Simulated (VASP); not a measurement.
# PdC18 in VASP: relaxation of the atoms with LDA

Aim: the relaxation of the atoms of PdC18 with LDA.

All numbers are computed with VASP 6.6.1; they aren't measurements. Logs are shortened: lines on timing, memory, paths and dates and some standing lists are left out, and cuts for length are marked.

### 1 The cell of the first run

The cell holds a slab with vacuum, 19 atoms: a = 7.398 Å, b = 7.398 Å, c = 11.000 Å, α = 90.00°, β = 90.00°, γ = 120.00°.

### 2 Relaxation of the atoms, LDA

INCAR reads:

```
PREC = Accurate ; ENCUT = 520
EDIFF = 1E-6 ; ISMEAR = -1
SIGMA = 0.05 ; LREAL = Auto
LASPH = T ; NELM = 100
ALGO = Normal ; ISIF = 2
LWAVE = F ; LCHARG = F
IBRION = 2 ; NSW = 80
EDIFFG = -0.03
```

KPOINTS reads:

```
regular mesh
0
Gamma
  2 2 1
```

POSCAR reads:

```
PdC18
1.0
    7.3980000000      0.0000000000      0.0000000000
   -3.6990000000      6.4068560000      0.0000000000
    0.0000000000      0.0000000000     11.0000000000
C Pd
18 1
Direct
    0.0000000000      0.0000000000      0.0909091000
    0.2222222000      0.1111111000      0.0909091000
    0.0000000000      0.3333333000      0.0909091000
    0.2222222000      0.4444444000      0.0909091000
    0.0000000000      0.6666667000      0.0909091000
    0.2222222000      0.7777778000      0.0909091000
    0.3333333000      0.0000000000      0.0909091000
    0.5555556000      0.1111111000      0.0909091000
    0.3333333000      0.3333333000      0.0909091000
    0.5555556000      0.4444444000      0.0909091000
    0.3333333000      0.6666667000      0.0909091000
    0.5555556000      0.7777778000      0.0909091000
    0.6666667000      0.0000000000      0.0909091000
    0.8888889000      0.1111111000      0.0909091000
    0.6666667000      0.3333333000      0.0909091000
    0.8888889000      0.4444444000      0.0909091000
    0.6666667000      0.6666667000      0.0909091000
    0.8888889000      0.7777778000      0.0909091000
    0.1376309000      0.5622190000      0.2563636000
```

Potentials or basis: VASP PAW LDA potentials, release 64 (C, Pd).

The run is started by

```console
$ cat potpaw_LDA.64/C/POTCAR potpaw_LDA.64/Pd/POTCAR > POTCAR
$ mpirun -np 1 vasp_std > vasp.out
```

OUTCAR:

```text
PREC = Accurate
   ENCUT = 520
   EDIFF = 1E-6
   ISMEAR = -1
   LREAL = Auto
   LASPH = T
   NELM = 100
   ISIF = 2
   IBRION = 2
   NSW = 80
   EDIFFG = -0.03

 ion  position               nearest neighbor table
   1  0.000  0.000  0.091-   2 1.42  14 1.42  18 1.42
   2  0.222  0.111  0.091-   1 1.42   7 1.42   9 1.42
   3  0.000  0.333  0.091-   4 1.42  16 1.42  14 1.42  19 2.34
   4  0.222  0.444  0.091-   3 1.42   9 1.42  11 1.42  19 2.24
   5  0.000  0.667  0.091-   6 1.42  18 1.42  16 1.42  19 2.39
   6  0.222  0.778  0.091-   5 1.42  11 1.42   7 1.42  19 2.29
   7  0.333  0.000  0.091-   2 1.42   6 1.42   8 1.42
   8  0.556  0.111  0.091-  13 1.42  15 1.42   7 1.42
   9  0.333  0.333  0.091-   4 1.42   2 1.42  10 1.42
  10  0.556  0.444  0.091-  15 1.42   9 1.42  17 1.42
  11  0.333  0.667  0.091-   6 1.42  12 1.42   4 1.42  19 2.21
  12  0.556  0.778  0.091-  17 1.42  13 1.42  11 1.42
  13  0.667  0.000  0.091-  14 1.42   8 1.42  12 1.42
  14  0.889  0.111  0.091-  13 1.42   1 1.42   3 1.42
  15  0.667  0.333  0.091-  16 1.42  10 1.42   8 1.42
  16  0.889  0.444  0.091-  15 1.42   3 1.42   5 1.42  19 2.42
  17  0.667  0.667  0.091-  18 1.42  12 1.42  10 1.42
  18  0.889  0.778  0.091-  17 1.42   5 1.42   1 1.42
  19  0.138  0.562  0.256-  11 2.21   4 2.24   6 2.29   3 2.34   5 2.39  16 2.42

  LATTYP: Found a hexagonal cell.
 ALAT       =     7.3980000000
 C/A-ratio  =     1.4868883482

  Lattice vectors:

 A1 = (   7.3980000000,   0.0000000000,   0.0000000000)
 A2 = (  -3.6990000000,   6.4068560000,   0.0000000000)
 A3 = (   0.0000000000,   0.0000000000,  11.0000000000)

Analysis of symmetry for initial positions (statically):
=====================================================================
 Subroutine PRICEL returns:
 Original cell was already a primitive cell.

 Routine SETGRP: Setting up the symmetry group for a
 hexagonal supercell.

 Subroutine GETGRP returns: Found  1 space group operations
 (whereof  1 operations were pure point group operations)
 out of a pool of 24 trial point group operations.

The static configuration has the point symmetry C_1 .

Analysis of symmetry for dynamics (positions and initial velocities):
=====================================================================
 Subroutine PRICEL returns:
 Original cell was already a primitive cell.

 Routine SETGRP: Setting up the symmetry group for a
 hexagonal supercell.

 Subroutine GETGRP returns: Found  1 space group operations
 (whereof  1 operations were pure point group operations)
 out of a pool of 24 trial point group operations.

The dynamic configuration has the point symmetry C_1 .

 Subroutine INISYM returns: Found  1 space group operations
 (whereof  1 operations are pure point group operations),
 and found     1 'primitive' translations

----------------------------------------------------------------------------------------

                                     Primitive cell

  volume of cell :     521.3771

  direct lattice vectors                    reciprocal lattice vectors
     7.398000000  0.000000000  0.000000000     0.135171668  0.078041398  0.000000000
    -3.699000000  6.406856000  0.000000000     0.000000000  0.156082796  0.000000000
     0.000000000  0.000000000 11.000000000     0.000000000  0.000000000  0.090909091

  length of vectors
     7.398000000  7.398000054 11.000000000     0.156082797  0.156082796  0.090909091

  position of ions in fractional coordinates (direct lattice)
     0.000000000  0.000000000  0.090909100
     0.222222200  0.111111100  0.090909100
     1.000000000  0.333333300  0.090909100
     0.222222200  0.444444400  0.090909100
     1.000000000  0.666666700  0.090909100
     0.222222200  0.777777800  0.090909100
[... 11 lines left out ...]
     0.888888900  0.777777800  0.090909100
     0.137630900  0.562219000  0.256363600

  ion indices of the primitive-cell ions
   primitive index   ion index
                 1           1
                 2           2
                 3           3
                 4           4
                 5           5
                 6           6
[... 11 lines left out ...]
                18          18
                19          19

----------------------------------------------------------------------------------------

 KPOINTS: regular mesh

Automatic generation of k-mesh.
 Grid dimensions read from file:
 generate k-points for:    2    2    1

 Generating k-lattice:

  Cartesian coordinates                     Fractional coordinates (reciprocal lattice)
     0.067585834  0.039020699  0.000000000     0.500000000 -0.000000000  0.000000000
     0.000000000  0.078041398  0.000000000     0.000000000  0.500000000  0.000000000
     0.000000000  0.000000000  0.090909091     0.000000000  0.000000000  1.000000000

  Length of vectors
     0.078041399  0.078041398  0.090909091

  Shift w.r.t. Gamma in fractional coordinates (k-lattice)
     0.000000000  0.000000000  0.000000000

 Subroutine IBZKPT returns following result:
 ===========================================

 Found      4 irreducible k-points:

 Following reciprocal coordinates:
            Coordinates               Weight
  0.000000  0.000000  0.000000      1.000000
  0.500000 -0.000000  0.000000      1.000000
  0.000000  0.500000  0.000000      1.000000
  0.500000  0.500000  0.000000      1.000000
   k-points           NKPTS =      4   k-points in BZ     NKDIM =      4   number of bands    NBANDS=     51
   number of dos      NEDOS =    301   number of ions     NIONS =     19
   total plane-waves  NPLWV = 263424
   dimension x,y,z NGX =    56 NGY =   56 NGZ =   84
   dimension x,y,z NGXF=   112 NGYF=  112 NGZF=  168
   ions per type =              18   1
   NGX,Y,Z   is equivalent  to a cutoff of  12.58, 12.58, 12.70 a.u.
   NGXF,Y,Z  is equivalent  to a cutoff of  25.17, 25.17, 25.39 a.u.
 SYSTEM =  unknown system
   PREC   = accura    normal or accurate (medium, high low for compatibility)
   ISTART =      0    job   : 0-new  1-cont  2-samecut
   ICHARG =      2    charge: 1-file 2-atom 10-const
   ISPIN  =      1    spin polarized calculation?
   LNONCOLLINEAR =      F non collinear calculations
   LSORBIT =      F    spin-orbit coupling
   LASPH  =      T    aspherical Exc in radial PAW
   ENCUT  =  520.0 eV  38.22 Ry    6.18 a.u.  13.76 13.76 20.45*2*pi/ulx,y,z
   NELM   =    100;   NELMIN=  2; NELMDL= -5     # of ELM steps
   EDIFF  = 0.1E-05   stopping-criterion for ELM
   LREAL  =      T    real-space projection
   EDIFFG = -.3E-01   stopping-criterion for IOM
   NSW    =     80    number of steps for IOM
   IBRION =      2    ionic relax: 0-MD 1-quasi-New 2-CG
   NFREE  =      1    steps in history (QN), initial steepest desc. (CG)
   ISIF   =      2    stress and relaxation
   ISYM   =      2    0-nonsym 1-usesym 2-fastsym
   POTIM  = 0.5000    time-step for ionic-motion
   TEBEG  =    0.0;   TEEND  =   0.0 temperature during run
   PSTRESS=    0.0 pullay stress
   NELECT =      82.0000    total number of electrons
   NUPDOWN=      -1.0000    fix difference up-down
   EMIN   =  10.00;   EMAX   =-10.00  energy-range for DOS
   EFERMI =   0.00;   METHOD = LEGACY
   ISMEAR =    -1;   SIGMA  =   0.05  broadening in eV -4-tet -1-fermi 0-gaus
   EFERMI_NEDOS =   21; number of points for ismear=-14 and -15
   IALGO  =     38    algorithm
   IMIX   =      4    mixing-type and parameters
     AMIX     =   0.40;   BMIX     =  1.00
     AMIX_MAG =   1.60;   BMIX_MAG =  1.00
  volume/ion in A,a.u.               =      27.44       185.18
  Fermi-wavevector in a.u.,A,eV,Ry     =   0.883681  1.669915 10.624679  0.780892
  Thomas-Fermi vector in A             =   2.004480
   LORBIT       =      0    0 simple, 1 ext, 2 COOP (PROOUT), +10 PAW based schemes
   GGA     = CA    functional components
   LHFCALC =     F    Hartree Fock is set to
   AEXX    =    0.0000 exact exchange contribution
   IVDW    =     0    specifies the selected vdW correction
   LEPSILON=     F    determine dielectric tensor
   LRPA    =     F    only Hartree local field effects (RPA)
 conjugate gradient relaxation of ions
 non-spin polarized calculation
  energy-cutoff  :      520.00
  volume of cell :      521.38
 maximum number of plane-waves:     14099
 NGX is ok and might be reduce to    56
   NGX = 27   NGY = 27   NGZ = 41

--------------------------------------- Ionic step        1  -------------------------------------------

 number of electron      82.0000003 magnetization

 Free energy of the ion-electron system (eV)
  ---------------------------------------------------
  ext. energy  EPLUGINS =         0.00000000
  ---------------------------------------------------
  free energy    TOTEN  =      -184.44648646 eV

  energy without entropy =     -184.40461469  energy(sigma->0) =     -184.42555058

------------------------ aborting loop because EDIFF is reached ----------------------------------------

  FORCE on cell =-STRESS in cart. coord.  units (eV):
  Direction    XX          YY          ZZ          XY          YZ          ZX
  --------------------------------------------------------------------------------------
  -------------------------------------------------------------------------------------
  Total       -4.2891267     -4.4872675      1.0325805      0.0541687     -0.0153727     -0.0624123
  in kB      -13.1803664    -13.7892474      3.1730910      0.1664588     -0.0472399     -0.1917914
  external PRESSURE =      -7.9321743 kB  Pullay stress =       0.0000000 kB
[... 140 lines left out ...]
  FREE ENERGIE OF THE ION-ELECTRON SYSTEM (eV)
  ---------------------------------------------------
  free  energy   TOTEN  =      -184.5112634336 eV

  energy  without entropy=     -184.4973881681  energy(sigma->0) =     -184.50432580

[... ionic steps 4 to 13 ...]

--------------------------------------- Ionic step       14  -------------------------------------------

 number of electron      81.9999999 magnetization

------------------------ aborting loop because EDIFF is reached ----------------------------------------
[... 101 lines left out ...]
--------------------------------------- Ionic step       16  -------------------------------------------

 number of electron      81.9999999 magnetization

 Free energy of the ion-electron system (eV)
  ---------------------------------------------------
  ext. energy  EPLUGINS =         0.00000000
  ---------------------------------------------------
  free energy    TOTEN  =      -184.52056692 eV

  energy without entropy =     -184.50426428  energy(sigma->0) =     -184.51241560

 E-fermi :  -0.8287     XC(G=0):  -4.5247

 val. band max:       -0.9831461689   @ k =   0.0000   0.0000   0.0000
 cond. band min:      -0.6701442796   @ k =   0.0000   0.0000   0.0000
 fundamental gap:      0.3130018894
 Fermi energy:        -0.8287141175

 k-point     1 :       0.0000    0.0000    0.0000
  band No.  band energies     occupation
      1     -20.5150      2.00000
      2     -18.1011      2.00000
      3     -18.0330      2.00000
      4     -18.0072      2.00000
      5     -17.8443      2.00000
      6     -17.8431      2.00000
[... 43 lines left out ...]
     50       3.8602      0.00000
     51       3.8619      0.00000

 k-point     2 :       0.5000   -0.0000    0.0000
  band No.  band energies     occupation
      1     -19.9613      2.00000
      2     -19.7655      2.00000
      3     -18.5786      2.00000
      4     -18.5424      2.00000
      5     -16.1426      2.00000
      6     -16.1124      2.00000
[... 43 lines left out ...]
     50       3.6191      0.00000
     51       4.0312      0.00000

 k-point     3 :       0.0000    0.5000    0.0000
  band No.  band energies     occupation
      1     -19.9602      2.00000
      2     -19.7669      2.00000
      3     -18.5844      2.00000
      4     -18.5357      2.00000
      5     -16.1365      2.00000
      6     -16.1227      2.00000
[... 43 lines left out ...]
     50       3.6135      0.00000
     51       4.0334      0.00000

 k-point     4 :       0.5000    0.5000    0.0000
  band No.  band energies     occupation
      1     -19.9608      2.00000
      2     -19.7661      2.00000
      3     -18.5816      2.00000
      4     -18.5390      2.00000
      5     -16.1402      2.00000
      6     -16.1163      2.00000
[... 89 lines left out ...]
  FREE ENERGIE OF THE ION-ELECTRON SYSTEM (eV)
  ---------------------------------------------------
  free  energy   TOTEN  =      -184.5205669191 eV

  energy  without entropy=     -184.5042642763  energy(sigma->0) =     -184.51241560

 reached required accuracy - stopping structural energy minimisation
```

Wall time 20 min (1 thread of Intel Xeon Platinum 8259CL at 2.50GHz (Skylake/Cascade Lake), shared host); peak memory 0.45 GiB.

What came out:

* Free energy: -184.5206 eV
* Energy gained by relaxing: 3.9 meV/atom
* Ionic steps: 16
* Largest force after relaxing: 0.029 eV/Å
* Band gap on the k mesh: 0.31 eV

Forces on the atoms (eV/Å):
```
C    0.008  0.000 -0.028
C   -0.002 -0.008  0.007
C    0.013 -0.011  0.005
C    0.014  0.007  0.006
C   -0.015  0.020 -0.002
C    0.008  0.009  0.011
C   -0.013  0.012  0.005
C    0.013  0.001 -0.014
C    0.000 -0.006  0.014
C    0.012  0.001 -0.009
C    0.007 -0.005 -0.005
C   -0.003  0.001  0.020
C   -0.004  0.012  0.002
C   -0.018 -0.012  0.002
C   -0.020 -0.003 -0.015
C   -0.018 -0.018  0.012
C    0.007 -0.002 -0.009
C   -0.016 -0.007  0.004
Pd   0.027  0.008 -0.006
```

Step by step:
```csv
step,energy change (eV),largest force (eV/Å),pressure (GPa)
1,0.0000,1.0657,-0.79
2,0.2157,2.4089,-0.67
3,-0.0648,0.3606,-0.86
4,-0.0648,0.3543,-0.86
5,-0.0626,0.4575,-0.95
6,-0.0693,0.2419,-0.91
7,-0.0700,0.2618,-0.97
8,-0.0710,0.1376,-0.95
9,-0.0727,0.0562,-0.98
10,-0.0727,0.0599,-0.99
11,-0.0729,0.0689,-1.00
12,-0.0729,0.0555,-1.00
13,-0.0733,0.0429,-1.00
14,-0.0736,0.0759,-1.01
15,-0.0738,0.0627,-1.01
16,-0.0741,0.0293,-1.01
```

Final structure:
```yaml
crystal:
  lattice:
    - [7.39800, 0.00000, 0.00000]
    - [-3.69900, 6.40686, 0.00000]
    - [0.00000, 0.00000, 11.00000]
  atoms:
    - { symbol: C, position: [0.00100, 0.00053, 0.09040] }
    - { symbol: C, position: [0.22131, 0.11067, 0.09067] }
    - { symbol: C, position: [0.99832, 0.33085, 0.09095] }
    - { symbol: C, position: [0.22316, 0.44287, 0.09176] }
    - { symbol: C, position: [0.99843, 0.66761, 0.09037] }
    - { symbol: C, position: [0.22302, 0.78025, 0.09140] }
    - { symbol: C, position: [0.33339, 0.00020, 0.09078] }
    - { symbol: C, position: [0.55597, 0.11052, 0.09036] }
    - { symbol: C, position: [0.33351, 0.33305, 0.09092] }
    - { symbol: C, position: [0.55595, 0.44543, 0.09031] }
    - { symbol: C, position: [0.33594, 0.66811, 0.09186] }
    - { symbol: C, position: [0.55619, 0.77811, 0.09086] }
    - { symbol: C, position: [0.66617, 0.00041, 0.09049] }
    - { symbol: C, position: [0.88885, 0.11109, 0.09046] }
    - { symbol: C, position: [0.66685, 0.33343, 0.08991] }
    - { symbol: C, position: [0.88638, 0.44333, 0.09005] }
    - { symbol: C, position: [0.66612, 0.66572, 0.09034] }
    - { symbol: C, position: [0.88893, 0.77771, 0.09002] }
    - { symbol: Pd, position: [0.13814, 0.56233, 0.26081] }
```

Caveat: the k points lie up to 0.49 Å⁻¹ apart; there is no dipole correction, which matters where the two faces differ.
